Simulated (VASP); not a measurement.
Si5H32C3: single point with PBE+D3(BJ)

Si5H32C3:

```
C H Si
1.0
     8.62829    0.00000    0.00000
     0.00000    8.62829    0.00000
     0.00000    0.00000    8.62829
C H Si
3 32 5
Cartesian
  3.5651 -0.4971 -0.5797
  7.2265 6.6426 6.1262
  6.1456 2.6822 -0.2970
  3.8994 -1.4715 -0.2681
  2.4435 -0.3331 -0.4888
  3.9035 -0.3492 -1.6248
  3.9806 0.1833 0.1048
  7.5968 7.2325 6.9464
  7.4676 5.6112 6.2514
  7.5776 7.0857 5.1617
  6.0948 6.6738 6.2204
  6.1111 2.1761 0.6489
  5.6168 3.6900 -0.2447
  5.5612 2.2404 -1.1127
  7.1506 2.8736 -0.6511
  4.6400 2.6929 4.9844
  5.3895 0.3263 5.2515
  4.6743 1.1992 3.1020
  6.7374 2.0912 4.2908
  8.4866 6.5237 1.0844
  7.2026 5.3663 2.8263
  6.0124 6.0739 1.0096
  7.7902 4.3076 0.8044
  3.0046 6.0233 1.9655
  4.2718 6.7239 3.6112
  2.8426 4.8180 4.1623
  4.8416 4.5368 2.8218
  2.2729 1.8017 2.7352
  1.2799 0.6066 0.7951
  1.3461 -0.4019 3.1126
  -0.0669 1.5066 2.6101
  1.6295 4.6715 6.7481
  0.9671 3.2690 8.6943
  2.7055 2.4572 7.1147
  2.9865 4.6747 8.4554
  5.3408 1.5785 4.4133
  7.3546 5.5706 1.3637
  3.6978 5.4692 3.1248
  1.1880 0.8011 2.2960
  2.0710 3.7192 7.7472
```

```json
{
  "Program": "VASP 6.6.1",
  "Task": "single point",
  "Functional": "PBE",
  "Dispersion": "D3(BJ)",
  "Potentials or basis": "VASP PAW PBE potentials, release 64 (C, H, Si)",
  "Cutoff": "520 eV",
  "k mesh": "1 × 1 × 1",
  "Occupations": "fermi-dirac, width 0.02 eV",
  "Spin": "no spin polarisation",
  "Dipole correction": "no",
  "Further INCAR settings": "LREAL = Auto; ALGO = Normal; EDIFF = 1e-06; NBANDS = 58"
}
```

```yaml
Pressure: 0.1 GPa
Largest_force: 2.650 eV/Å
Band_gap_on_the_k_mesh: 6.31 eV
Dispersion_energy_per_atom: -0.034 eV
```

Forces in eV/Å, atoms in the order of the input:
```
C   -1.591 -0.240 -1.174
C   -1.736  0.874 -0.582
C   -1.327  1.911 -1.269
H   -0.231 -0.782  0.181
H    1.148 -0.637 -0.324
H   -0.134  0.234  0.470
H    0.944  1.318  0.747
H    0.432  0.299  0.509
H    0.655 -0.913 -0.072
H   -0.324 -0.491  0.579
H    0.989  0.207 -0.417
H   -0.076 -0.418  0.431
H    0.702 -0.866  0.426
H    0.133 -0.753  0.227
H    0.382 -0.125  0.010
H   -0.756  0.601  0.598
H   -0.129  0.379 -0.028
H    0.369  0.190  0.277
H    0.025 -0.149 -0.243
H   -0.332  0.108  0.022
H    0.242  0.018  0.214
H   -0.089  0.098 -0.546
H   -0.038 -0.468 -0.342
H   -0.487 -0.332 -0.591
H    0.357  0.350  0.583
H   -0.136  0.110 -0.158
H   -0.360  0.105 -0.139
H   -0.358 -0.510 -0.299
H   -0.074 -0.103  0.589
H   -0.005 -0.517  0.095
H   -0.409 -0.055  0.029
H   -0.672  0.150 -0.794
H    0.393  0.205 -0.396
H   -0.217  0.832  0.377
H    0.224 -0.571  0.218
Si   0.531 -0.978 -0.586
Si   0.434  0.573  0.832
Si   0.522 -0.253  0.368
Si   0.682  1.248 -0.330
Si   0.319 -0.648  0.511
```

Stress tensor (GPa, compression positive):
```
-0.35  0.02  0.59
 0.02  0.32  0.44
 0.59  0.44  0.27
```

Levels at points of the mesh, in eV from the valence-band top:
```csv
k point,band 28,band 29,band 30,band 31,band 32,band 33,band 34,band 35,band 36,band 37
"(0.00, 0.00, 0.00)",-0.38,-0.25,-0.15,-0.13,0.00,6.31,6.88,6.90,7.02,7.16
```

It took 41 s on 1 thread of Intel(R) Xeon(R) 6975P-C (Granite Rapids), on a shared host, peak memory 0.51 GiB.

Caveat: the k points lie up to 0.73 Å⁻¹ apart.
